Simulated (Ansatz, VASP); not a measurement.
## One calculation of BaTiO3, two programs

INCAR

```
PREC = Accurate
ENCUT = 520
EDIFF = 1E-6
ISMEAR = 0
SIGMA = 0.05
LREAL = False
LASPH = True
NELM = 150
ALGO = Normal
ISIF = 2
LWAVE = False
LCHARG = False
LMAXMIX = 4
LDAU = True
LDAUTYPE = 2
LDAUL = -1 2 -1
LDAUU = 0 4 0
LDAUJ = 0 0 0
LDAUPRINT = 1
GGA = PE
NBANDS = 28
```

File KPOINTS:

```
Automatic mesh
0
Gamma
  6 6 6
```

POSCAR

```
BaTiO3
1.0
    2.8174665038      1.6266650444      2.3812443820
   -2.8174665038      1.6266650444      2.3812443820
    0.0000000000     -3.2533300889      2.3812443820
Ba Ti O
1 1 3
Direct
    0.0026800181      0.0026800181      0.0026800181
    0.5127992509      0.5127992509      0.5127992509
    0.4903227049      0.4903227049      0.9825753212
    0.4903227049      0.9825753212      0.4903227049
    0.9825753212      0.4903227049      0.4903227049
```

Input for Ansatz:

```yaml
crystal:
  lattice:
    - [2.8174665038, 1.6266650444, 2.381244382]
    - [-2.8174665038, 1.6266650444, 2.381244382]
    - [0.0, -3.2533300889, 2.381244382]
  atoms:
    - { symbol: Ba, position: [0.0026800181, 0.0026800181, 0.0026800181] }
    - { symbol: Ti, position: [0.5127992509, 0.5127992509, 0.5127992509] }
    - { symbol: O, position: [0.4903227049, 0.4903227049, 0.9825753212] }
    - { symbol: O, position: [0.4903227049, 0.9825753212, 0.4903227049] }
    - { symbol: O, position: [0.9825753212, 0.4903227049, 0.4903227049] }
basis:
  ecutwfc: 420
kpoints:
  mp_grid: { grid: [6, 6, 6] }
hamiltonian:
  xc: pbe
  hubbard: { sites: [{ species: Ti, l: d, u_eff: 4.0 }] }
scf:
  occupations: { method: gaussian, width: 0.05 }
output:
  forces: true
  stress: true
  eigenvalues: true
```

Change from the starting cell: strain -0.015 along x and y, +0.015 along z, atoms carried along.

Alike in both runs: task single point; functional PBE; k mesh 6 × 6 × 6; occupations gaussian, width 0.05 eV; no spin polarisation; Hubbard terms Ti d U = 4.0 eV.

```csv
,VASP,Ansatz
version,VASP 6.6.1,Ansatz 0.2.0
potentials or method,"VASP PAW PBE potentials, release 64 (Ba_sv, Ti_sv, O), cutoff 520 eV","scalar-relativistic, plane waves, PAW"
valence electrons in the cell,40,40
```

|  | VASP | Ansatz | Ansatz less VASP |
| --- | --- | --- | --- |
| gap on the k mesh at the Fermi level (eV) | 2.64 | 2.67 | +0.031 |
| least direct gap on the mesh (eV) | 2.98 | 2.99 | +0.016 |
| pressure (GPa) | 6.4 | 2.7 | -3.67 |
| traceless stress, the component that is largest in VASP (GPa) | -4.98 | -4.56 | +0.421 |
| rms of the force components (eV/Å) | 0.292 | 0.064 | -0.2282 |

The programs project onto different local orbitals, so the same U acts differently, and such runs can settle in different states. Atom by atom the forces differ by 0.239 eV/Å (rms over components).

Neither program's run includes spin-orbit coupling.
